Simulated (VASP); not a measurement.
# Zn (Im-3m) in VASP: a series of runs, part 2 of 2

VASP 6.6.1. The steps go on from the part before.

**5. Single point, PBE**

This run uses another cell than the first one, of 15.45 Å³/atom, 1.062 times its volume.

The input, INCAR:

```
SYSTEM = Zn
ALGO = Normal
EDIFF = 1E-6
ENCUT = 520
GGA = PE
ISIF = 2
ISMEAR = 0
LASPH = .TRUE.
LCHARG = .FALSE.
LREAL = .FALSE.
LWAVE = .FALSE.
NBANDS = 12
NELM = 100
PREC = Accurate
SIGMA = 0.027000000000000003
```

The input, KPOINTS:

```
k-points
0
G
  12 12 12
  0 0 0
```

The input, POSCAR:

```
Zn
1.0
   -1.5690370000      1.5690370000      1.5690370000
    1.5690370000     -1.5690370000      1.5690370000
    1.5690370000      1.5690370000     -1.5690370000
Zn
1
Direct
    0.0000000000      0.0000000000      0.0000000000
```

Potentials or basis: VASP PAW PBE potentials, release 64 (Zn).

Started as:

```
$ cat potpaw_PBE.64/Zn/POTCAR > POTCAR
$ mpirun -np 1 vasp_std > vasp.out
```

OUTCAR:

```text
SYSTEM = Zn
   EDIFF = 1E-6
   ENCUT = 520
   GGA = PE
   ISIF = 2
   ISMEAR = 0
   LASPH = .TRUE.
   LREAL = .FALSE.
   NELM = 100
   PREC = Accurate

 ion  position               nearest neighbor table
   1  0.000  0.000  0.000-

  LATTYP: Found a body centered cubic cell.
 ALAT       =     3.1380740000

  Lattice vectors:

 A1 = (  -1.5690370000,   1.5690370000,   1.5690370000)
 A2 = (   1.5690370000,  -1.5690370000,   1.5690370000)
 A3 = (   1.5690370000,   1.5690370000,  -1.5690370000)

Analysis of symmetry for initial positions (statically):
=====================================================================
 Subroutine PRICEL returns:
 Original cell was already a primitive cell.

 Routine SETGRP: Setting up the symmetry group for a
 body centered cubic supercell.

 Subroutine GETGRP returns: Found 48 space group operations
 (whereof 48 operations were pure point group operations)
 out of a pool of 48 trial point group operations.

The static configuration has the point symmetry O_h .

Analysis of symmetry for dynamics (positions and initial velocities):
[... 157 lines left out ...]
 E-fermi :   3.0330     XC(G=0): -11.4833

 val. band max:        3.0258134252   @ k =   0.4167   0.0833   0.0000
 cond. band min:       3.1249886779   @ k =   0.3333   0.2500   0.0833
 fundamental gap:      0.0991752527
 Fermi energy:         3.0330056650

 k-point     1 :       0.0000    0.0000    0.0000
  band No.  band energies     occupation
      1      -7.2484      2.00000
      2      -4.6680      2.00000
      3      -4.6680      2.00000
      4      -4.6680      2.00000
      5      -4.1715      2.00000
      6      -4.1715      2.00000
      7      22.0503      0.00000
      8      22.0503      0.00000
      9      22.0503      0.00000
     10      23.8005      0.00000
     11      23.8005      0.00000
     12      23.8005      0.00000
[... 331 lines left out ...]
 k-point    24 :       0.4167    0.0833    0.0833
  band No.  band energies     occupation
      1      -5.1755      2.00000
      2      -4.9620      2.00000
      3      -4.1813      2.00000
      4      -4.1378      2.00000
      5      -4.0708      2.00000
      6       1.1247      2.00000
      7       2.3728      2.00000
      8      11.6000      0.00000
      9      12.3104      0.00000
     10      22.5300      0.00000
     11      23.3173      0.00000
     12      31.2153      0.00000

 [... further k-points ...]
[... 5 lines left out ...]
  --------------------------------------------------------------------------------------
  -------------------------------------------------------------------------------------
  Total        0.0115950      0.0115950      0.0115950     -0.0000000      0.0000000      0.0000000
  in kB        1.2023222      1.2023222      1.2023222     -0.0000000      0.0000000      0.0000000
  external PRESSURE =       1.2023222 kB  Pullay stress =       0.0000000 kB

 VOLUME and BASIS-vectors are now :
 -----------------------------------------------------------------------------
  energy-cutoff  :      520.00
  volume of cell :       15.45
      direct lattice vectors                 reciprocal lattice vectors
    -1.569037000  1.569037000  1.569037000     0.000000000  0.318666800  0.318666800
     1.569037000 -1.569037000  1.569037000     0.318666800  0.000000000  0.318666800
     1.569037000  1.569037000 -1.569037000     0.318666800  0.318666800  0.000000000

 POSITION                                       TOTAL-FORCE (eV/Angst)
 -----------------------------------------------------------------------------------
      0.00000      0.00000      0.00000         0.000000     -0.000000      0.000000
 -----------------------------------------------------------------------------------
    total drift:                                0.000000     -0.000000      0.000000

  FREE ENERGIE OF THE ION-ELECTRON SYSTEM (eV)
  ---------------------------------------------------
  free  energy   TOTEN  =        -1.0163829432 eV

  energy  without entropy=       -1.0159854972  energy(sigma->0) =       -1.01618422
```

Wall time 6.9 s (1 thread of Intel Xeon Platinum 8259CL at 2.50GHz (Skylake/Cascade Lake), shared host); peak memory 0.13 GiB.

What came out:

- Free energy: -1.0164 eV
- Pressure: 0.1 GPa
- Band gap on the k mesh: zero (band 6 reaches 7.27 eV, above the bottom of band 7 at 2.09 eV)

**6. Single point, PBE**

This run uses another cell than the first one, of 15.45 Å³/atom, 1.062 times its volume.

The input, INCAR:

```
PREC = Accurate
ENCUT = 520
EDIFF = 1E-6
ISMEAR = 0
SIGMA = 0.028000000000000004
LREAL = F
LASPH = T
NELM = 60
ALGO = Normal
ISIF = 2
LWAVE = F
LCHARG = F
GGA = PE
NBANDS = 12
```

The input, KPOINTS:

```
regular mesh
0
Gamma
  12 12 12
```

POSCAR is that of step 5.

Potentials or basis: VASP PAW PBE potentials, release 64 (Zn).

Started as:

```
$ cat potpaw_PBE.64/Zn/POTCAR > POTCAR
$ mpirun -np 1 vasp_std > vasp.out
```

It took 7.2 s on 1 thread of Intel Xeon Platinum 8259CL at 2.50GHz (Skylake/Cascade Lake), shared host; peak memory 0.13 GiB.

It converged, with:

| Item | Value |
| --- | --- |
| Free energy | -1.0164 eV |
| Pressure | 0.1 GPa |
| Band gap on the k mesh | zero (band 6 reaches 7.27 eV, above the bottom of band 7 at 2.09 eV) |

Levels at points of the mesh, in eV from the Fermi level:
```
           k point  band 3  band 4  band 5  band 6  band 7  band 8  band 9  band 10
(0.00, 0.00, 0.00)   -7.70   -7.70   -7.20   -7.20   19.02   19.02   19.02    20.77
(0.50, 0.00, 0.00)   -7.23   -7.17   -6.87   -2.59   -0.94   11.33   12.71    15.31
(0.50, 0.50, 0.50)   -6.95   -6.95   -6.95    4.24    4.24    4.24    7.50     8.59
```

**7. Overview**

```csv
level,cell,smearing,gap on the mesh (eV),pressure (GPa)
revPBE+D4,"a = 2.663 Å, angles 109.5°, 1 atom",fermi-dirac 0.05 eV,none,0.4
BLYP+D3(BJ),"a = 2.664 Å, angles 109.5°, 1 atom",fermi-dirac 0.05 eV,none,0.4
BLYP+D4,"a = 2.715 Å, angles 109.5°, 1 atom",fermi-dirac 0.05 eV,none,0.3
PBE,"a = 2.718 Å, angles 109.5°, 1 atom",gaussian 0.027 eV,none,0.1
PBE,"a = 2.718 Å, angles 109.5°, 1 atom",gaussian 0.028 eV,none,0.1
```

Alike in all rows: task single point; potentials or basis VASP PAW PBE potentials, release 64 (Zn); no spin polarisation; k mesh 12 × 12 × 12; cutoff (eV) 520.

Caveats: the PAW data sets were made with another functional, which shifts forces and pressure a little (some runs); pairwise dispersion overbinds metals, which lowers pressure and volume (some runs).

Total energies depend on the potentials used, so only differences within one code and one set of settings carry meaning.
